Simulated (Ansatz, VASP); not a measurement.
## One calculation of GaN, two programs

The input POSCAR:

```
GaN
1.0
    3.1513178824      0.0000000000      0.0000000000
   -1.5756589412      2.7291213415      0.0000000000
    0.0000000000      0.0000000000      5.1317889770
Ga N
2 2
Direct
    0.3333333333      0.6666666667     -0.0008744116
    0.6666666667      0.3333333333      0.4991255884
    0.3333333333      0.6666666667      0.3758744116
    0.6666666667      0.3333333333      0.8758744116
```

INCAR.step1

```
  PREC = Accurate
  ENCUT = 520
  ISMEAR = 0
  SIGMA = 0.01
  LREAL = F
  LASPH = T
  NELM = 80
  NBANDS = 26
  GGA = PE
  ALGO = Normal
  EDIFF = 1E-4
  LWAVE = T
  LCHARG = F
```

File INCAR.step2:

```
  PREC = Accurate
  ENCUT = 520
  EDIFF = 1E-7
  ISMEAR = 0
  SIGMA = 0.01
  LREAL = F
  LASPH = T
  NELM = 80
  ALGO = Normal
  ISIF = 2
  LWAVE = F
  LCHARG = F
  METAGGA = R2SCAN
  LMIXTAU = T
  NBANDS = 26
  ISTART = 1
```

The input KPOINTS:

```
regular mesh
0
Gamma
  12 12 6
```

Input for Ansatz:

```yaml
crystal:
  lattice:
    - [3.1513178824, 0.0, 0.0]
    - [-1.5756589412, 2.7291213415, 0.0]
    - [0.0, 0.0, 5.131788977]
  atoms:
    - { symbol: Ga, position: [0.3333333333, 0.6666666667, -0.0008744116] }
    - { symbol: Ga, position: [0.6666666667, 0.3333333333, 0.4991255884] }
    - { symbol: "N", position: [0.3333333333, 0.6666666667, 0.3758744116] }
    - { symbol: "N", position: [0.6666666667, 0.3333333333, 0.8758744116] }
kpoints:
  mp_grid: { grid: [12, 12, 6] }
  band_path:
    path:
      - [0.0, 0.0, 0.0]
      - [0.5, 0.0, 0.0]
      - [0.3333333333, 0.3333333333, 0.0]
      - [0.0, 0.0, 0.5]
      - [0.5, 0.0, 0.5]
      - [0.3333333333, 0.3333333333, 0.5]
    npoints: 1
hamiltonian:
  xc: r2scan
scf:
  occupations: { method: fixed }
  n_extra_bands: 5
output:
  forces: true
  stress: true
  eigenvalues: true
```

Change from the starting cell: hydrostatic strain -1.0%.

Alike in both runs: task single point; functional r2SCAN; k mesh 12 × 12 × 6; no spin polarisation.

|  | VASP | Ansatz |
| --- | --- | --- |
| version | VASP 6.6.1 | Ansatz 0.2.0 |
| potentials or method | VASP PAW PBE potentials, release 64 (Ga_d, N) | plane waves, PAW |
| plane-wave cutoff (eV) | 520 | 500 |
| occupations | gaussian, width 0.01 eV | fixed |
| valence electrons in the cell | 36 | 36 |

VASP gave:

```
gap on the k mesh at the Fermi level (eV)                     : 2.55
pressure (GPa)                                                : 7.5
traceless stress, the component that is largest in VASP (GPa) : -0.15
rms of the force components (eV/Å)                            : 0.005
```

Task: What did Ansatz give for the same quantities?

Result: gap on the k mesh at the Fermi level (eV): 2.56; pressure (GPa): 6.3; traceless stress, the component that is largest in VASP (GPa): -0.02; rms of the force components (eV/Å): 0.002.

VASP's potentials were made for PBE, not for r2SCAN. Atom by atom the forces differ by 0.003 eV/Å (rms over components).
